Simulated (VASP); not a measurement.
A run of VASP 6.6.1:

INCAR

```
  PREC = Accurate
  ENCUT = 520
  EDIFF = 1E-6
  ISMEAR = -1
  SIGMA = 0.05
  LREAL = Auto
  LASPH = True
  NELM = 60
  ALGO = Normal
  ISIF = 2
  LWAVE = False
  LCHARG = False
  GGA = PE
  NBANDS = 48
```

File KPOINTS:

```
regular mesh
0
Gamma
  2 2 2
```

The input POSCAR:

```
Si
1.0
    0.0000000000      5.4300000000      5.4300000000
    5.4300000000      0.0000000000      5.4300000000
    5.4300000000      5.4300000000      0.0000000000
Si
17
Direct
    0.0090441068     -0.0047533149     -0.0002988029
    0.1234296501      0.1193922652      0.1330751381
    0.0029617864     -0.0112638122      0.5049312155
    0.1441485267      0.1170860958      0.6212418969
   -0.0069495396      0.4930736648      0.0199909761
    0.1232688766      0.6233801105      0.1331276243
    0.0028150092      0.5030352670      0.5050100368
    0.1176106814      0.6177806630      0.6465276243
    0.4953406077     -0.0046091160     -0.0004269797
    0.6355211786      0.1356659300      0.0926613260
    0.5120083794      0.0122927256      0.4634623389
    0.6171008287      0.1172466851      0.6210851750
    0.4951329650      0.5091697974     -0.0002454880
    0.6193734807      0.6234898711      0.1330863720
    0.4885880295      0.5031397790      0.5049469613
    0.6168715470      0.6443790976      0.6212997238
    0.7660562615      0.2663367403      0.7012735727
```

Potentials or basis: VASP PAW PBE potentials, release 64 (Si).

Command:

```bash
$ cat potpaw_PBE.64/Si/POTCAR > POTCAR
$ mpirun -np 1 vasp_std > vasp.out
```

Hardware: 1 thread of AMD EPYC 9R45 96-Core Processor (Zen 5), on a shared host.

Q: Estimate the wall time of this run.

A: Run time: 2 min on 1 thread of AMD EPYC 9R45 96-Core Processor (Zen 5), with other jobs on the host, peak memory 0.43 GiB. Counts: scf iterations 14, k points 8.
